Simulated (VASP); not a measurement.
Write the native input for VASP 6.6.1 that does the following.

```yaml
Task: single point
Functional: r2SCAN
Potentials_or_basis: VASP PAW PBE potentials, release 64 (Hf_pv, N)
Cutoff: 520 eV
k_mesh: 18 × 18 × 18
Occupations: gaussian, width 0.15 eV
Spin: no spin polarisation
Dipole_correction: no
Further_INCAR_settings: ALGO = Normal; EDIFF = 1e-07; NBANDS = 14
```

HfN:

```
Hf N
1.0
     0.00000    2.23641    2.25900
     2.23641    0.00000    2.25900
     2.23641    2.23641    0.00000
Hf N
1 1
Direct
  0.00000 0.00000 0.00000
  0.50000 0.50000 0.50000
```

This cell differs from its parent crystal: strain -0.0100 x Voigt [1, 1, 0, 0, 0, 0].

These files were run (other wordings do the same):

POSCAR

```
HfN
1.0
    0.0000000000      2.2364100000      2.2590000000
    2.2364100000      0.0000000000      2.2590000000
    2.2364100000      2.2364100000      0.0000000000
Hf N
1 1
Direct
    0.0000000000      0.0000000000      0.0000000000
    0.5000000000      0.5000000000      0.5000000000
```

INCAR.step1

```
ALGO = Normal
EDIFF = 1E-4
ENCUT = 520
GGA = PE
ISMEAR = 0
LASPH = T
LCHARG = F
LREAL = F
LWAVE = T
NBANDS = 14
NELM = 60
PREC = Accurate
SIGMA = 0.15
```

INCAR.step2

```
ALGO = Normal
EDIFF = 1E-7
ENCUT = 520
ISIF = 2
ISMEAR = 0
ISTART = 1
LASPH = T
LCHARG = F
LMIXTAU = T
LREAL = F
LWAVE = F
METAGGA = R2SCAN
NBANDS = 14
NELM = 60
PREC = Accurate
SIGMA = 0.15
```

KPOINTS

```
k-points
0
Gamma
  18 18 18
```

Potentials or basis: VASP PAW PBE potentials, release 64 (Hf_pv, N).

The run is started by

```console
$ cat potpaw_PBE.64/Hf_pv/POTCAR potpaw_PBE.64/N/POTCAR > POTCAR
$ cp INCAR.step1 INCAR
$ mpirun -np 1 vasp_std > vasp.out
$ cp INCAR.step2 INCAR
$ mpirun -np 1 vasp_std > vasp.out
```

Results of the run:

```
Pressure               : 4.8 GPa
Band gap on the k mesh : zero (an odd number of electrons rules out a gap without spin polarisation)
```

Caveat: the cell differs from its parent crystal (strain -0.0100 x Voigt [1, 1, 0, 0, 0, 0]); the stress differs along the axes, from 1 to 7 GPa; the PAW data sets were made with another functional, which shifts forces and pressure a little; spin-orbit coupling is left out, which moves the levels of the heavy elements; an odd number of electrons without spin polarisation forces a metal; a magnetic or distorted state may lie lower.

It took 7 min on 1 thread of Intel(R) Xeon(R) Platinum 8259CL CPU @ 2.50GHz (Skylake/Cascade Lake) (shared host), peak memory 0.28 GiB.
